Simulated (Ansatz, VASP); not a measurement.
# Two plane-wave programs on TiB2

Contents of INCAR:

```
ALGO = Normal ; EDIFF = 1E-7
EDIFFG = -0.01 ; ENCUT = 600
GGA = PS ; IBRION = 2
ISIF = 3 ; ISMEAR = -1
LASPH = T ; LCHARG = F
LREAL = F ; LWAVE = F
NELM = 80 ; NSW = 60
PREC = Accurate ; SIGMA = 0.05
```

File KPOINTS:

```
k-points
0
Gamma
  10 10 8
```

POSCAR

```
TiB2
1.0
    3.0292000000      0.0000000000      0.0000000000
   -1.5146000000      2.6233641531      0.0000000000
    0.0000000000      0.0000000000      3.2284000000
Ti B
1 2
Direct
    0.0000000000      0.0000000000      0.0000000000
    0.6666666667      0.3333333333      0.5000000000
    0.3333333333      0.6666666667      0.5000000000
```

The input input.yaml:

```yaml
crystal:
  lattice:
    - [3.0292, 0.0, 0.0]
    - [-1.5146, 2.6233641531, 0.0]
    - [0.0, 0.0, 3.2284]
  atoms:
    - { symbol: Ti, position: [0.0, 0.0, 0.0] }
    - { symbol: B, position: [0.6666666667, 0.3333333333, 0.5] }
    - { symbol: B, position: [0.3333333333, 0.6666666667, 0.5] }
hamiltonian:
  xc: pbesol
  pseudopotentials: { kind: paw }
kpoints:
  mp_grid: { grid: [10, 10, 8] }
scf:
  occupations: { method: fermi_dirac, width: 0.05 }
output:
  forces: true
  stress: true
  write_density: true
  write_potential: true
  elf: true
  volumetric_format: npy
relax:
  f_tol: 0.01
  max_steps: 40
  cell: { stress_tol: 0.05 }
```

Alike in both runs: task relaxation of cell and atoms; functional PBEsol; k mesh 10 × 10 × 8; occupations fermi-dirac, width 0.05 eV; no spin polarisation.

|  | VASP | Ansatz |
| --- | --- | --- |
| version | VASP 6.6.1 | Ansatz 0.2.0 |
| potentials or method | VASP PAW PBE potentials, release 64 (Ti_sv, B) | Ansatz PAW |
| plane-wave cutoff (eV) | 600 | 420 |
| valence electrons in the cell | 18 | 18 |

Ansatz gave:

* gap on the k mesh at the Fermi level, each at its own relaxed structure (eV): none
* relaxed volume (Å³/atom): 8.38
* relaxed cell length with the largest relative difference (Å): 3.017

Question: Which values does VASP return?

Answer: gap on the k mesh at the Fermi level, each at its own relaxed structure (eV): none; relaxed volume (Å³/atom): 8.39; relaxed cell length with the largest relative difference (Å): 3.018.

VASP's potentials were made for PBE, not for PBEsol. A gap of «none» marks a metal or a gap that the smearing closes.

Noted on Ansatz's run: the plane-wave basis is chosen anew once the cell has moved, so the energies of steps on either side of that aren't comparable.
